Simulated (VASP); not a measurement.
Write the native input for VASP 6.6.1 that does the following.

- Task: single point
- Functional: PBE
- Potentials or basis: VASP PAW PBE potentials, release 64 (Ga_d, N)
- Cutoff: 520 eV
- k mesh: 6 × 6 × 8
- Occupations: fermi-dirac, width 0.05 eV
- Spin: no spin polarisation
- Dipole correction: no
- Further INCAR settings: ALGO = Normal; EDIFF = 1e-06; NBANDS = 16

The structure of GaN lies in POSCAR:

```
GaN
1.0
    5.1952757208      0.0000000000      0.0000000000
   -2.5976378604      4.4992388155      0.0000000000
    0.0000000000      0.0000000000      3.3673469654
Ga N
1 1
Direct
    0.0000000000      0.0000000000      0.5000000000
    0.0000000000      0.0000000000      0.0000000000
```

The input as run:

INCAR

```
ALGO = Normal
EDIFF = 1E-6
ENCUT = 520
GGA = PE
ISIF = 2
ISMEAR = -1
LASPH = T
LCHARG = F
LREAL = F
LWAVE = F
NBANDS = 16
NELM = 80
PREC = Accurate
SIGMA = 0.05
```

KPOINTS

```
k-points
0
Gamma
  6 6 8
```

Potentials or basis: VASP PAW PBE potentials, release 64 (Ga_d, N).

Run with:

```bash
$ cat potpaw_PBE.64/Ga_d/POTCAR potpaw_PBE.64/N/POTCAR > POTCAR
$ mpirun -np 1 vasp_std > vasp.out
```

Results of the run:

```yaml
Pressure: 0.7 GPa
Band_gap_on_the_k_mesh: 1.25 eV, indirect (least direct gap 2.98 eV)
```

It took 36 s on 1 thread of Intel(R) Xeon(R) Platinum 8488C (Sapphire Rapids) (shared host), peak memory 0.21 GiB.
